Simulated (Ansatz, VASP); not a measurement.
**Si2GeN in VASP and in Ansatz**

```xyz
4
Lattice="3.6309 0.0000 0.0000 0.0000 3.6309 0.0000 0.0000 0.0000 4.6767" Properties=species:S:1:pos:R:3 pbc="T T T"
Si    1.8155    0.0000    3.8277
Si    0.0000    1.8155    0.8489
Ge    0.0000    0.0000    2.3383
N     1.8155    1.8155    0.0000
```

Change from the starting cell: species swapped into the ZnGeAs2 type (P-4m2, No. 115).

Alike in both runs: functional PBE; k mesh 6 × 6 × 4; occupations gaussian, width 0.1 eV; no spin polarisation.

Ansatz relaxed the structure, and its values are those at the end. VASP's run is a single point on that final structure, the one shown.

```csv
,VASP,Ansatz
version,VASP 6.6.1,Ansatz 0.2.0
potentials or method,"VASP PAW PBE potentials, release 64 (Si, Ge_d, N), cutoff 520 eV","scalar-relativistic, plane waves, PAW"
valence electrons in the cell,27,27
```

```tsv
	VASP	Ansatz	Ansatz less VASP
gap on the k mesh at the Fermi level (eV)	none	none	-
pressure (GPa)	-0.2	-0.1	+0.06
rms of the force components (eV/Å)	0.009	0.001	-0.0083
```

A gap of «none» marks a metal or a gap that the smearing closes.
